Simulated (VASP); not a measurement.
# CsI (Pm-3m) in VASP: a series of runs

Runs on CsI. Level: r2SCAN. Tasks: relaxation of cell and atoms.

All numbers are computed with VASP 6.6.1; they aren't measurements. Logs are shortened: lines on timing, memory, paths and dates and some standing lists are left out, and cuts for length are marked.

### 1 The cell of the first run

It takes space group Pm-3m (No. 221, cubic). Conventional cell: a = 4.627 Å, b = 4.627 Å, c = 4.627 Å, α = 90.00°, β = 90.00°, γ = 90.00°. Cs (site symmetry m-3m) has 8 I at 4.01 Å and 6 Cs at 4.63 Å within 5.3 Å. I (site symmetry m-3m) has 8 Cs at 4.01 Å and 6 I at 4.63 Å within 5.3 Å.

### 2 Relaxation of cell and atoms, r2SCAN

File POSCAR:

```
CsI
1.0
    4.6267950494      0.0000000000      0.0000000000
    0.0000000000      4.6267950494      0.0000000000
    0.0000000000      0.0000000000      4.6267950494
Cs I
1 1
Direct
    0.0000000000      0.0000000000      0.0000000000
    0.5000000000      0.5000000000      0.5000000000
```

File INCAR.step1:

```
  PREC = Accurate
  ENCUT = 550
  ISMEAR = -1
  SIGMA = 0.02
  LREAL = False
  LASPH = True
  NELM = 120
  GGA = PE
  ALGO = Normal
  EDIFF = 1E-5
  LWAVE = True
  LCHARG = False
  GGA_COMPAT = False
  IBRION = 2
  ISIF = 3
  EDIFFG = -0.005
  NELMIN = 4
  NSW = 100
```

File INCAR.step2:

```
  PREC = Accurate
  ENCUT = 550
  EDIFF = 1E-7
  ISMEAR = -1
  SIGMA = 0.02
  LREAL = False
  LASPH = True
  NELM = 120
  ALGO = Normal
  ISIF = 3
  LWAVE = False
  LCHARG = False
  METAGGA = R2SCAN
  LMIXTAU = True
  IBRION = 2
  NSW = 100
  EDIFFG = -0.005
  ISTART = 1
  GGA_COMPAT = False
  NELMIN = 4
```

File KPOINTS:

```
regular mesh
0
Gamma
  6 6 6
```

Potentials or basis: VASP PAW PBE potentials, release 64 (Cs_sv, I).

Command:

```
$ cat potpaw_PBE.64/Cs_sv/POTCAR potpaw_PBE.64/I/POTCAR > POTCAR
$ cp INCAR.step1 INCAR
$ mpirun -np 1 vasp_std > vasp.out
$ cp INCAR.step2 INCAR
$ mpirun -np 1 vasp_std > vasp.out
```

OUTCAR:

```text
PREC = Accurate
   ENCUT = 550
   EDIFF = 1E-7
   ISMEAR = -1
   LREAL = False
   LASPH = True
   NELM = 120
   ISIF = 3
   METAGGA = R2SCAN
   IBRION = 2
   NSW = 100
   EDIFFG = -0.005
   ISTART = 1
   NELMIN = 4

 ion  position               nearest neighbor table
   1  0.000  0.000  0.000-
   2  0.500  0.500  0.500-

  LATTYP: Found a simple cubic cell.
 ALAT       =     4.6267950494

  Lattice vectors:

 A1 = (   4.6267950494,   0.0000000000,   0.0000000000)
 A2 = (   0.0000000000,   4.6267950494,   0.0000000000)
 A3 = (   0.0000000000,   0.0000000000,   4.6267950494)

Analysis of symmetry for initial positions (statically):
=====================================================================
 Subroutine PRICEL returns:
 Original cell was already a primitive cell.

 Routine SETGRP: Setting up the symmetry group for a
 simple cubic supercell.

 Subroutine GETGRP returns: Found 48 space group operations
[... 9 lines left out ...]

 Routine SETGRP: Setting up the symmetry group for a
 simple cubic supercell.

 Subroutine GETGRP returns: Found 48 space group operations
[... 11 lines left out ...]
                                     Primitive cell

  volume of cell :      99.0469

  direct lattice vectors                    reciprocal lattice vectors
     4.626795049  0.000000000  0.000000000     0.216132331  0.000000000  0.000000000
     0.000000000  4.626795049  0.000000000     0.000000000  0.216132331  0.000000000
     0.000000000  0.000000000  4.626795049     0.000000000  0.000000000  0.216132331

  length of vectors
     4.626795049  4.626795049  4.626795049     0.216132331  0.216132331  0.216132331

  position of ions in fractional coordinates (direct lattice)
     0.000000000  0.000000000  0.000000000
     0.500000000  0.500000000  0.500000000

  ion indices of the primitive-cell ions
   primitive index   ion index
                 1           1
                 2           2

----------------------------------------------------------------------------------------

 KPOINTS: regular mesh

Automatic generation of k-mesh.
 Grid dimensions read from file:
 generate k-points for:    6    6    6

 Generating k-lattice:

  Cartesian coordinates                     Fractional coordinates (reciprocal lattice)
     0.036022055  0.000000000  0.000000000     0.166666667  0.000000000  0.000000000
     0.000000000  0.036022055  0.000000000     0.000000000  0.166666667  0.000000000
     0.000000000  0.000000000  0.036022055     0.000000000  0.000000000  0.166666667

  Length of vectors
     0.036022055  0.036022055  0.036022055

  Shift w.r.t. Gamma in fractional coordinates (k-lattice)
     0.000000000  0.000000000  0.000000000

 Subroutine IBZKPT returns following result:
 ===========================================

 Found     20 irreducible k-points:

 Following reciprocal coordinates:
            Coordinates               Weight
  0.000000  0.000000  0.000000      1.000000
  0.166667  0.000000  0.000000      6.000000
  0.333333  0.000000  0.000000      6.000000
  0.500000  0.000000  0.000000      3.000000
  0.166667  0.166667  0.000000     12.000000
  0.333333  0.166667  0.000000     24.000000
[... 12 lines left out ...]
  0.500000  0.500000  0.333333      6.000000
  0.500000  0.500000  0.500000      1.000000
   k-points           NKPTS =     20   k-points in BZ     NKDIM =     20   number of bands    NBANDS=     12
   number of dos      NEDOS =    301   number of ions     NIONS =      2
   total plane-waves  NPLWV =  46656
   dimension x,y,z NGX =    36 NGY =   36 NGZ =   36
   dimension x,y,z NGXF=    72 NGYF=   72 NGZF=   72
   ions per type =               1   1
   NGX,Y,Z   is equivalent  to a cutoff of  12.94, 12.94, 12.94 a.u.
   NGXF,Y,Z  is equivalent  to a cutoff of  25.87, 25.87, 25.87 a.u.
 SYSTEM =  unknown system
   PREC   = accura    normal or accurate (medium, high low for compatibility)
   ISTART =      1    job   : 0-new  1-cont  2-samecut
   ICHARG =      0    charge: 1-file 2-atom 10-const
   ISPIN  =      1    spin polarized calculation?
   LNONCOLLINEAR =      F non collinear calculations
   LSORBIT =      F    spin-orbit coupling
   LASPH  =      T    aspherical Exc in radial PAW
   ENCUT  =  550.0 eV  40.42 Ry    6.36 a.u.   8.85  8.85  8.85*2*pi/ulx,y,z
   NELM   =    120;   NELMIN=  4; NELMDL=  0     # of ELM steps
   EDIFF  = 0.1E-06   stopping-criterion for ELM
   LREAL  =      F    real-space projection
   EDIFFG = -.5E-02   stopping-criterion for IOM
   NSW    =    100    number of steps for IOM
   IBRION =      2    ionic relax: 0-MD 1-quasi-New 2-CG
   NFREE  =      1    steps in history (QN), initial steepest desc. (CG)
   ISIF   =      3    stress and relaxation
   ISYM   =      2    0-nonsym 1-usesym 2-fastsym
   POTIM  = 0.5000    time-step for ionic-motion
   TEBEG  =    0.0;   TEEND  =   0.0 temperature during run
   PSTRESS=    0.0 pullay stress
   NELECT =      16.0000    total number of electrons
   NUPDOWN=      -1.0000    fix difference up-down
   EMIN   =  10.00;   EMAX   =-10.00  energy-range for DOS
   EFERMI =   0.00;   METHOD = LEGACY
   ISMEAR =    -1;   SIGMA  =   0.02  broadening in eV -4-tet -1-fermi 0-gaus
   EFERMI_NEDOS =   21; number of points for ismear=-14 and -15
   IALGO  =     38    algorithm
   IMIX   =      4    mixing-type and parameters
     AMIX     =   0.40;   BMIX     =  1.00
     AMIX_MAG =   1.60;   BMIX_MAG =  1.00
  volume/ion in A,a.u.               =      49.52       334.20
  Fermi-wavevector in a.u.,A,eV,Ry     =   0.891596  1.684871 10.815851  0.794943
  Thomas-Fermi vector in A             =   2.013436
   LORBIT       =      0    0 simple, 1 ext, 2 COOP (PROOUT), +10 PAW based schemes
   METAGGA = R2SCAN    functional components
   LHFCALC =     F    Hartree Fock is set to
   AEXX    =    0.0000 exact exchange contribution
   IVDW    =     0    specifies the selected vdW correction
   LEPSILON=     F    determine dielectric tensor
   LRPA    =     F    only Hartree local field effects (RPA)
 conjugate gradient relaxation of ions
 non-spin polarized calculation
  energy-cutoff  :      550.00
  volume of cell :       99.05
 maximum number of plane-waves:      2945
 NGX is ok and might be reduce to    36
   NGX = 17   NGY = 17   NGZ = 17

--------------------------------------- Ionic step        1  -------------------------------------------

 number of electron      16.0000001 magnetization

 Free energy of the ion-electron system (eV)
  ---------------------------------------------------
  ext. energy  EPLUGINS =         0.00000000
  ---------------------------------------------------
  free energy    TOTEN  =       -53.12579479 eV

  energy without entropy =      -53.12579479  energy(sigma->0) =      -53.12579479

------------------------ aborting loop because EDIFF is reached ----------------------------------------

  FORCE on cell =-STRESS in cart. coord.  units (eV):
  Direction    XX          YY          ZZ          XY          YZ          ZX
  --------------------------------------------------------------------------------------
  -------------------------------------------------------------------------------------
  Total       -0.0564042     -0.0564042     -0.0564042     -0.0000000      0.0000000     -0.0000000
  in kB       -0.9123918     -0.9123918     -0.9123918     -0.0000000      0.0000000     -0.0000000
  external PRESSURE =      -0.9123918 kB  Pullay stress =       0.0000000 kB

 VOLUME and BASIS-vectors are now :
 -----------------------------------------------------------------------------
  energy-cutoff  :      550.00
  volume of cell :       99.05
      direct lattice vectors                 reciprocal lattice vectors
     4.626795049  0.000000000  0.000000000     0.216132331  0.000000000  0.000000000
     0.000000000  4.626795049  0.000000000     0.000000000  0.216132331  0.000000000
     0.000000000  0.000000000  4.626795049     0.000000000  0.000000000  0.216132331
[... 37 lines left out ...]
 POSITION                                       TOTAL-FORCE (eV/Angst)
 -----------------------------------------------------------------------------------
      0.00000      0.00000      0.00000         0.000000      0.000000      0.000000
      2.31025      2.31025      2.31025        -0.000000      0.000000      0.000000
 -----------------------------------------------------------------------------------
    total drift:                               -0.000000      0.000000      0.000000

  FREE ENERGIE OF THE ION-ELECTRON SYSTEM (eV)
  ---------------------------------------------------
  free  energy   TOTEN  =       -53.1259675726 eV

  energy  without entropy=      -53.1259675726  energy(sigma->0) =      -53.12596757

--------------------------------------- Ionic step        3  -------------------------------------------

 number of electron      16.0000002 magnetization

 Free energy of the ion-electron system (eV)
  ---------------------------------------------------
  ext. energy  EPLUGINS =         0.00000000
  ---------------------------------------------------
  free energy    TOTEN  =       -53.12601896 eV

  energy without entropy =      -53.12601896  energy(sigma->0) =      -53.12601896

 E-fermi :   0.8033     XC(G=0):  -7.9799

 val. band max:        0.3245183223   @ k =   0.5000   0.5000   0.0000
 cond. band min:       4.8069559296   @ k =   0.0000   0.0000   0.0000
 fundamental gap:      4.4824376073
 Fermi energy:         0.8033052248

 k-point     1 :       0.0000    0.0000    0.0000
  band No.  band energies     occupation
      1     -20.6776      2.00000
      2     -10.5925      2.00000
      3      -7.0093      2.00000
      4      -7.0093      2.00000
      5      -7.0093      2.00000
      6       0.2317      2.00000
      7       0.2317      2.00000
      8       0.2317      2.00000
      9       4.8070      0.00000
     10       4.9823      0.00000
     11       4.9823      0.00000
     12       8.6598      0.00000

 k-point     2 :       0.1667    0.0000    0.0000
  band No.  band energies     occupation
      1     -20.6720      2.00000
      2     -10.5938      2.00000
      3      -7.0443      2.00000
      4      -6.9953      2.00000
      5      -6.9953      2.00000
      6      -0.1982      2.00000
      7       0.2004      2.00000
      8       0.2004      2.00000
      9       5.1490      0.00000
     10       5.3364      0.00000
     11       5.5977      0.00000
     12       8.5789      0.00000
[... 290 lines left out ...]
 POSITION                                       TOTAL-FORCE (eV/Angst)
 -----------------------------------------------------------------------------------
      0.00000      0.00000      0.00000         0.000000      0.000000      0.000000
      2.30766      2.30766      2.30766        -0.000000      0.000000      0.000000
 -----------------------------------------------------------------------------------
    total drift:                               -0.000000      0.000000      0.000000

  FREE ENERGIE OF THE ION-ELECTRON SYSTEM (eV)
  ---------------------------------------------------
  free  energy   TOTEN  =       -53.1260189624 eV

  energy  without entropy=      -53.1260189624  energy(sigma->0) =      -53.12601896

 reached required accuracy - stopping structural energy minimisation
```

Run time: 1.8 min. Hardware: 1 thread of Intel Xeon 6975P-C (Granite Rapids), shared host; peak memory 0.24 GiB.

What came out:

```yaml
Free_energy: -53.1260 eV
Relaxed_volume: 49.16 Å³/atom
Relaxed_cell: a = 4.615 Å, b = 4.615 Å, c = 4.615 Å, α = 90.00°, β = 90.00°, γ = 90.00°
Space_group_after_relaxing_to_0.05_Å: Pm-3m (No. 221)
Energy_gained_by_relaxing: 0.1 meV/atom
Ionic_steps: 3
Pressure_after_relaxing: 0.0 GPa
Band_gap_on_the_k_mesh: 4.48 eV, indirect (least direct gap 4.58 eV)
```

Step by step:
```tsv
step	energy change (eV)	largest force (eV/Å)	pressure (GPa)	volume (Å³)
1	0.0000	0.0000	-0.09	99.05
2	-0.0002	0.0000	-0.04	98.64
3	-0.0002	0.0000	0.00	98.31
```

Final structure:
```
Cs I
1.0
     4.61531    0.00000    0.00000
     0.00000    4.61531    0.00000
     0.00000    0.00000    4.61531
Cs I
1 1
Direct
  0.00000 0.00000 0.00000
  0.50000 0.50000 0.50000
```

Levels at points of the mesh, in eV from the valence-band top:
```tsv
k point	band 5	band 6	band 7	band 8	band 9	band 10	band 11	band 12
(0.00, 0.00, 0.00)	-7.33	-0.09	-0.09	-0.09	4.48	4.66	4.66	8.34
(0.50, 0.00, 0.00)	-7.28	-1.48	-0.22	-0.22	5.67	7.01	7.20	7.37
(0.50, 0.50, 0.00)	-7.24	-0.85	-0.85	0.00	4.76	5.50	6.66	6.66
(0.50, 0.50, 0.50)	-7.56	-1.24	-1.24	-1.24	7.64	7.64	7.64	8.38
```

Caveat: the PAW data sets were made with another functional, which shifts forces and pressure a little; spin-orbit coupling is left out, which moves the levels of the heavy elements. r2SCAN opens gaps a little over a GGA but as a rule still falls short of measured ones.

(Part 1 of 2 ends here.)
